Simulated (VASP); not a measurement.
RbCl: relaxation of cell and atoms with r2SCAN

RbCl:

```
Rb Cl
1.0
     0.00000    3.34814    3.34814
     3.34814    0.00000    3.34814
     3.34814    3.34814    0.00000
Rb Cl
1 1
Direct
  0.00000 0.00000 0.00000
  0.50000 0.50000 0.50000
```

| Quantity | Value |
| --- | --- |
| Program | VASP 6.6.1 |
| Task | relaxation of cell and atoms |
| Functional | r2SCAN |
| Potentials or basis | VASP PAW PBE potentials, release 64 (Rb_sv, Cl) |
| Cutoff | 550 eV |
| k mesh | 6 × 6 × 6 |
| Occupations | fermi-dirac, width 0.02 eV |
| Spin | no spin polarisation |
| Dipole correction | no |
| Further INCAR settings | ALGO = Normal; EDIFF = 1e-07; IBRION = 2; EDIFFG = -0.005; NSW = 80; ISIF = 3 |

| Quantity | Value |
| --- | --- |
| Relaxed volume | 36.25 Å³/atom |
| Relaxed cell | a = 4.681 Å, b = 4.681 Å, c = 4.681 Å, α = 60.00°, β = 60.00°, γ = 60.00° |
| Space group after relaxing (to 0.05 Å) | Fm-3m (No. 225) |
| Energy gained by relaxing | 2.4 meV/atom |
| Ionic steps | 3 |
| Pressure after relaxing | 0.0 GPa |
| Band gap on the k mesh | 5.55 eV, direct |

The path:
| step | energy change (eV) | largest force (eV/Å) | pressure (GPa) | volume (Å³) |
| --- | --- | --- | --- | --- |
| 1 | 0.0000 | 0.0000 | -0.55 | 75.07 |
| 2 | -0.0037 | 0.0000 | -0.28 | 73.66 |
| 3 | -0.0048 | 0.0000 | -0.02 | 72.51 |

Final structure:
```
Rb Cl
1.0
     0.00000    3.30964    3.30964
     3.30964    0.00000    3.30964
     3.30964    3.30964    0.00000
Rb Cl
1 1
Cartesian
  0.0000 0.0000 0.0000
  3.3096 3.3096 3.3096
```

Levels at points of the mesh, in eV from the valence-band top:
| k point | band 6 | band 7 | band 8 | band 9 | band 10 | band 11 |
| --- | --- | --- | --- | --- | --- | --- |
| (0.00, 0.00, 0.00) | 0.00 | 0.00 | 0.00 | 5.55 | 8.60 | 8.60 |
| (0.50, 0.00, 0.00) | -0.82 | -0.32 | -0.32 | 8.16 | 8.47 | 10.84 |
| (0.50, 0.50, 0.00) | -0.33 | -0.10 | -0.10 | 6.68 | 8.83 | 10.12 |

Wall time 86 s on 1 thread of Intel(R) Xeon(R) 6975P-C (Granite Rapids), with other jobs on the host, peak memory 0.23 GiB.

Caveat: the PAW data sets were made with another functional, which shifts forces and pressure a little. r2SCAN opens gaps a little over a GGA but as a rule still falls short of measured ones.
